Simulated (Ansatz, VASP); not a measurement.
**Sn3PbSe4 in VASP and in Ansatz**

```
Sn Pb Se
1.0
     6.10365    0.00000    0.00000
     0.00000    6.10365    0.00000
     0.00000    0.00000    6.10365
Sn Pb Se
3 1 4
Cartesian
  3.0518 0.0000 0.0000
  0.0000 0.0000 3.0518
  0.0000 3.0518 0.0000
  3.0518 3.0518 3.0518
  0.0000 3.0518 3.0518
  3.0518 3.0518 0.0000
  0.0000 0.0000 0.0000
  3.0518 0.0000 3.0518
```

Alike in both runs: functional PBE; k mesh 6 × 6 × 6; occupations gaussian, width 0.1 eV; no spin polarisation.

Ansatz relaxed the structure, and its values are those at the end. VASP's run is a single point on that final structure, the one shown.

|  | VASP | Ansatz |
| --- | --- | --- |
| version | VASP 6.6.1 | Ansatz 0.2.0 |
| potentials or method | VASP PAW PBE potentials, release 64 (Sn_d, Pb_d, Se), cutoff 520 eV | scalar-relativistic, plane waves, PAW |
| valence electrons in the cell | 80 | 120 |

|  | VASP | Ansatz | Ansatz less VASP |
| --- | --- | --- | --- |
| gap on the k mesh at the Fermi level (eV) | none | none | - |
| pressure (GPa) | 0.0 | 0.0 | +0.02 |

A gap of «none» marks a metal or a gap that the smearing closes. The functional is the same, so the differences come from potentials, cutoffs and numerics. VASP's potentials hold 80 valence electrons a cell and Ansatz's 120, so a difference there can come from the potentials and not from the codes.

Neither program's run includes spin-orbit coupling.
